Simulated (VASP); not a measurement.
# IrS (Fm-3m) in VASP: further runs, part 2 of 2

VASP 6.6.1. Earlier steps stand in the parts before.

## (3) Single point, r2SCAN (14.60 Å³/atom)

This run uses another cell than the first one, of 14.60 Å³/atom.

POSCAR

```
IrS
1.0
    0.0000000000      2.4440041735      2.4440041735
    2.4440041735      0.0000000000      2.4440041735
    2.4440041735      2.4440041735      0.0000000000
Ir S
1 1
Direct
    0.5000000000      0.5000000000      0.5000000000
    0.0000000000      0.0000000000      0.0000000000
```

INCAR.step1

```
ALGO = Normal ; EDIFF = 1E-5
ENCUT = 620 ; GGA = PE
GGA_COMPAT = F ; ISMEAR = 0
LASPH = T ; LCHARG = F
LREAL = F ; LWAVE = T
NBANDS = 18 ; NELM = 120
PREC = Accurate ; SIGMA = 0.05
```

INCAR.step2

```
ALGO = Normal ; EDIFF = 1E-6
ENCUT = 620 ; GGA_COMPAT = F
ISIF = 2 ; ISMEAR = 0
ISTART = 1 ; LASPH = T
LCHARG = T ; LELF = T
LMIXTAU = T ; LREAL = F
LVHAR = T ; LWAVE = F
METAGGA = R2SCAN ; NBANDS = 18
NELM = 120 ; PREC = Accurate
SIGMA = 0.05
```

KPOINTS

```
k-points
0
Gamma
  12 12 12
```

Potentials or basis: VASP PAW PBE potentials, release 64 (Ir_sv_GW, S).

Run with:

```bash
> cat potpaw_PBE.64/Ir_sv_GW/POTCAR potpaw_PBE.64/S/POTCAR > POTCAR
> cp INCAR.step1 INCAR
> mpirun -np 1 vasp_std > vasp.out
> cp INCAR.step2 INCAR
> mpirun -np 1 vasp_std > vasp.out
```

Run time: 93 s. Hardware: 1 thread of Intel Xeon Platinum 8488C (Sapphire Rapids), shared host; peak memory 0.2 GiB.

The run converged. Its results:

```yaml
Free_energy: -60.2423 eV
Pressure: 3.5 GPa
Band_gap_on_the_k_mesh: zero (an odd number of electrons rules out a gap without spin polarisation)
```

Levels at points of the mesh, in eV from the Fermi level:
| k point | band 9 | band 10 | band 11 | band 12 | band 13 | band 14 | band 15 | band 16 |
| --- | --- | --- | --- | --- | --- | --- | --- | --- |
| (0.00, 0.00, 0.00) | -3.01 | -3.01 | -2.49 | -2.49 | -2.49 | 3.59 | 11.05 | 13.29 |
| (0.50, 0.00, 0.00) | -1.36 | -1.36 | -0.69 | 3.70 | 4.68 | 4.68 | 6.90 | 6.90 |
| (0.50, 0.50, 0.00) | -4.19 | -2.14 | -0.81 | -0.81 | 0.02 | 2.02 | 11.00 | 12.72 |

Caveat: the cell stands under pressure; the PAW data sets were made with another functional, which shifts forces and pressure a little; spin-orbit coupling is left out, which moves the levels of the heavy elements; an odd number of electrons without spin polarisation forces a metal; a magnetic or distorted state may lie lower.

## (4) Single point, r2SCAN (14.30 Å³/atom)

This run uses another cell than the first one, of 14.30 Å³/atom.

POSCAR

```
IrS
1.0
    0.0000000000      2.4272638936      2.4272638936
    2.4272638936      0.0000000000      2.4272638936
    2.4272638936      2.4272638936      0.0000000000
Ir S
1 1
Direct
    0.5000000000      0.5000000000      0.5000000000
    0.0000000000      0.0000000000      0.0000000000
```

INCAR.step1

```
ALGO     = Normal         # electronic algorithm
EDIFF    = 1E-5           # SCF threshold, eV
ENCUT    = 620            # plane-wave cutoff, eV
GGA      = PE             # functional
GGA_COMPAT= False        
ISMEAR   = 0              # smearing method
LASPH    = True           # aspherical terms in the spheres
LCHARG   = False          # write CHGCAR
LREAL    = False          # projectors in reciprocal space
LWAVE    = True           # write WAVECAR
NBANDS   = 18             # bands
NELM     = 120            # most SCF steps
PREC     = Accurate       # precision mode
SIGMA    = 0.05           # smearing width, eV
```

INCAR.step2

```
ALGO     = Normal         # electronic algorithm
EDIFF    = 1E-6           # SCF threshold, eV
ENCUT    = 620            # plane-wave cutoff, eV
GGA_COMPAT= False        
ISIF     = 2              # what is computed and relaxed
ISMEAR   = 0              # smearing method
ISTART   = 1            
LASPH    = True           # aspherical terms in the spheres
LCHARG   = False          # write CHGCAR
LMIXTAU  = True         
LREAL    = False          # projectors in reciprocal space
LWAVE    = False          # write WAVECAR
METAGGA  = R2SCAN         # meta-GGA
NBANDS   = 18             # bands
NELM     = 120            # most SCF steps
PREC     = Accurate       # precision mode
SIGMA    = 0.05           # smearing width, eV
```

KPOINTS is that of step 3.

Run with:

```bash
> cat potpaw_PBE.64/Ir_sv_GW/POTCAR potpaw_PBE.64/S/POTCAR > POTCAR
> cp INCAR.step1 INCAR
> mpirun -np 1 vasp_std > vasp.out
> cp INCAR.step2 INCAR
> mpirun -np 1 vasp_std > vasp.out
```

Run time: 2.7 min. Hardware: 1 thread of Intel Xeon Platinum 8259CL at 2.50GHz (Skylake/Cascade Lake), shared host; peak memory 0.2 GiB.

It converged, with:

```
Free energy            : -60.2194 eV
Pressure               : 8.2 GPa
Band gap on the k mesh : zero (an odd number of electrons rules out a gap without spin polarisation)
```

Levels at points of the mesh, in eV from the Fermi level:
```csv
k point,band 8,band 9,band 10,band 11,band 12,band 13,band 14,band 15,band 16,band 17
"(0.00, 0.00, 0.00)",-3.44,-3.14,-3.13,-2.53,-2.53,-2.53,3.79,11.00,13.41,13.41
"(0.50, 0.00, 0.00)",-6.87,-1.41,-1.41,-0.70,3.66,4.82,4.82,6.89,6.89,12.01
"(0.50, 0.50, 0.00)",-4.27,-4.27,-2.23,-0.83,-0.83,0.00,2.14,11.13,12.88,15.33
```

Caveat: the cell stands under pressure; the PAW data sets were made with another functional, which shifts forces and pressure a little; spin-orbit coupling is left out, which moves the levels of the heavy elements; an odd number of electrons without spin polarisation forces a metal; a magnetic or distorted state may lie lower.

## (5) Single point, r2SCAN (15.19 Å³/atom)

This run uses another cell than the first one, of 15.19 Å³/atom.

POSCAR

```
IrS
1.0
    0.0000000000      2.4768135137      2.4768135137
    2.4768135137      0.0000000000      2.4768135137
    2.4768135137      2.4768135137      0.0000000000
Ir S
1 1
Direct
    0.5000000000      0.5000000000      0.5000000000
    0.0000000000      0.0000000000      0.0000000000
```

INCAR.step1

```
PREC = Accurate
ENCUT = 620
ISMEAR = 0
SIGMA = 0.05
LREAL = False
LASPH = True
NELM = 120
NBANDS = 18
GGA = PE
ALGO = Normal
EDIFF = 1E-5
LWAVE = True
LCHARG = False
GGA_COMPAT = False
```

INCAR.step2

```
PREC = Accurate
ENCUT = 620
EDIFF = 1E-6
ISMEAR = 0
SIGMA = 0.05
LREAL = False
LASPH = True
NELM = 120
ALGO = Normal
ISIF = 2
LWAVE = False
LCHARG = False
METAGGA = R2SCAN
LMIXTAU = True
NBANDS = 18
ISTART = 1
GGA_COMPAT = False
```

KPOINTS

```
Automatic mesh
0
Gamma
  12 12 12
```

Potentials or basis: VASP PAW PBE potentials, release 64 (Ir_sv_GW, S).

Run with:

```bash
> cat potpaw_PBE.64/Ir_sv_GW/POTCAR potpaw_PBE.64/S/POTCAR > POTCAR
> cp INCAR.step1 INCAR
> mpirun -np 1 vasp_std > vasp.out
> cp INCAR.step2 INCAR
> mpirun -np 1 vasp_std > vasp.out
```

OUTCAR:

```text
PREC = Accurate
   ENCUT = 620
   EDIFF = 1E-6
   ISMEAR = 0
   LREAL = False
   LASPH = True
   NELM = 120
   ISIF = 2
   METAGGA = R2SCAN
   ISTART = 1

 ion  position               nearest neighbor table
   1  0.500  0.500  0.500-   2 2.48   2 2.48   2 2.48   2 2.48   2 2.48   2 2.48
   2  0.000  0.000  0.000-   1 2.48   1 2.48   1 2.48   1 2.48   1 2.48   1 2.48

  LATTYP: Found a face centered cubic cell.
 ALAT       =     4.9536270274

  Lattice vectors:

 A1 = (   0.0000000000,   2.4768135137,   2.4768135137)
 A2 = (   2.4768135137,   0.0000000000,   2.4768135137)
[... 672 lines left out ...]
      5      -4.9387      2.00000
      6       1.2968      2.00000
[... 10 lines left out ...]
     17      19.7106      0.00000
     18      22.9043      0.00000

 [... further k-points ...]
[... 5 lines left out ...]
  --------------------------------------------------------------------------------------
  -------------------------------------------------------------------------------------
  Total       -0.8344753     -0.8344753     -0.8344753      0.0000000     -0.0000000     -0.0000000
  in kB      -43.9960990    -43.9960990    -43.9960990      0.0000000     -0.0000000     -0.0000000
  external PRESSURE =     -43.9960990 kB  Pullay stress =       0.0000000 kB

 VOLUME and BASIS-vectors are now :
 -----------------------------------------------------------------------------
  energy-cutoff  :      620.00
  volume of cell :       30.39
      direct lattice vectors                 reciprocal lattice vectors
     0.000000000  2.476813514  2.476813514    -0.201872284  0.201872284  0.201872284
     2.476813514  0.000000000  2.476813514     0.201872284 -0.201872284  0.201872284
     2.476813514  2.476813514  0.000000000     0.201872284  0.201872284 -0.201872284

 POSITION                                       TOTAL-FORCE (eV/Angst)
 -----------------------------------------------------------------------------------
      2.47681      2.47681      2.47681        -0.000000     -0.000000      0.000000
      0.00000      0.00000      0.00000         0.000000      0.000000     -0.000000
 -----------------------------------------------------------------------------------
    total drift:                                0.000000      0.000000      0.000000

  FREE ENERGIE OF THE ION-ELECTRON SYSTEM (eV)
  ---------------------------------------------------
  free  energy   TOTEN  =       -60.2403263799 eV

  energy  without entropy=      -60.2384812178  energy(sigma->0) =      -60.23940380
```

OUTCAR.step1:

```text
PREC = Accurate
   ENCUT = 620
   ISMEAR = 0
   LREAL = False
   LASPH = True
[... 725 lines left out ...]
      2.47681      2.47681      2.47681        -0.000000     -0.000000      0.000000
      0.00000      0.00000      0.00000         0.000000      0.000000     -0.000000
 -----------------------------------------------------------------------------------
    total drift:                                0.000000      0.000000      0.000000

  FREE ENERGIE OF THE ION-ELECTRON SYSTEM (eV)
  ---------------------------------------------------
  free  energy   TOTEN  =       -12.6701658909 eV

  energy  without entropy=      -12.6680149323  energy(sigma->0) =      -12.66909041
```

It took 2.5 min on 1 thread of AMD EPYC 7R13 (Zen 3), shared host; peak memory 0.18 GiB.

What came out:

* Free energy: -60.2403 eV
* Pressure: -4.4 GPa
* Band gap on the k mesh: zero (an odd number of electrons rules out a gap without spin polarisation)

Caveat: the cell stands under tension; the PAW data sets were made with another functional, which shifts forces and pressure a little; spin-orbit coupling is left out, which moves the levels of the heavy elements; an odd number of electrons without spin polarisation forces a metal; a magnetic or distorted state may lie lower.

## (6) Summary

| cell | gap on the mesh (eV) | pressure (GPa) |
| --- | --- | --- |
| a = 3.495 Å, angles 60.0°, 2 atoms | none | -3.3 |
| a = 3.456 Å, angles 60.0°, 2 atoms | none | 3.5 |
| a = 3.433 Å, angles 60.0°, 2 atoms | none | 8.2 |
| a = 3.503 Å, angles 60.0°, 2 atoms | none | -4.4 |

Alike in all rows: task single point; level r2SCAN; potentials or basis VASP PAW PBE potentials, release 64 (Ir_sv_GW, S); no spin polarisation; k mesh 12 × 12 × 12; cutoff (eV) 620; smearing gaussian 0.05 eV.

Caveats: the PAW data sets were made with another functional, which shifts forces and pressure a little; spin-orbit coupling is left out, which moves the levels of the heavy elements; an odd number of electrons without spin polarisation forces a metal; a magnetic or distorted state may lie lower; the cell stands under tension (at least some runs); the cell stands under pressure (at least some runs).

Absolute energies hang on the potentials; compare differences alone.
